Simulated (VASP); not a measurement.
Set up this calculation in VASP 6.6.1, as the native input.

| Item | Value |
| --- | --- |
| Task | relaxation of cell and atoms |
| Functional | PBE |
| Potentials or basis | VASP PAW PBE potentials, release 64 (Cd, Se, S) |
| Cutoff | 600 eV |
| k mesh | 6 × 6 × 2 |
| Occupations | gaussian, width 0.1 eV |
| Spin | no spin polarisation |
| Dipole correction | no |
| Further INCAR settings | ALGO = Normal; EDIFF = 1e-06; IBRION = 2; EDIFFG = -0.04; NSW = 90; ISIF = 3 |

The structure of Cd3SeS2 lies in POSCAR:

```
Cd3SeS2
1.0
    3.3981807923      0.0000000000      0.0000000000
    0.0000000000      3.3981807923      0.0000000000
    0.0000000000      0.0000000000     10.8283851659
Cd Se S
3 1 2
Direct
    0.5000000000      0.5000000000      0.1974736056
    0.5000000000      0.5000000000      0.5000000000
    0.5000000000      0.5000000000      0.8025263944
    0.0000000000      0.0000000000      0.0000000000
    0.0000000000      0.0000000000      0.3366052653
    0.0000000000      0.0000000000      0.6633947347
```

One way to write it, as run:

INCAR

```
PREC     = Accurate       # precision mode
ENCUT    = 600            # plane-wave cutoff, eV
EDIFF    = 1E-6           # SCF threshold, eV
ISMEAR   = 0              # smearing method
SIGMA    = 0.1            # smearing width, eV
LREAL    = F              # projectors in reciprocal space
LASPH    = T              # aspherical terms in the spheres
NELM     = 100            # most SCF steps
ALGO     = Normal         # electronic algorithm
ISIF     = 3              # what is computed and relaxed
LWAVE    = F              # write WAVECAR
LCHARG   = F              # write CHGCAR
GGA      = PE             # functional
IBRION   = 2              # ionic algorithm
NSW      = 90             # ionic steps
EDIFFG   = -0.04          # ionic threshold
```

KPOINTS

```
regular mesh
0
Gamma
  6 6 2
```

Potentials or basis: VASP PAW PBE potentials, release 64 (Cd, Se, S).

The run is started by

```bash
$ cat potpaw_PBE.64/Cd/POTCAR potpaw_PBE.64/Se/POTCAR potpaw_PBE.64/S/POTCAR > POTCAR
$ mpirun -np 1 vasp_std > vasp.out
```

It gave:

```yaml
Energy_gained_by_relaxing: 3.6 meV/atom
Ionic_steps: 8
Pressure_after_relaxing: -0.1 GPa
Largest_force_after_relaxing: 0.035 eV/Å
Band_gap_on_the_k_mesh: zero (band 27 reaches 4.03 eV, above the bottom of band 28 at 2.94 eV)
```

It took 7.4 min on 1 thread of Intel(R) Xeon(R) Platinum 8259CL CPU @ 2.50GHz (Skylake/Cascade Lake), on a shared host, peak memory 0.31 GiB.
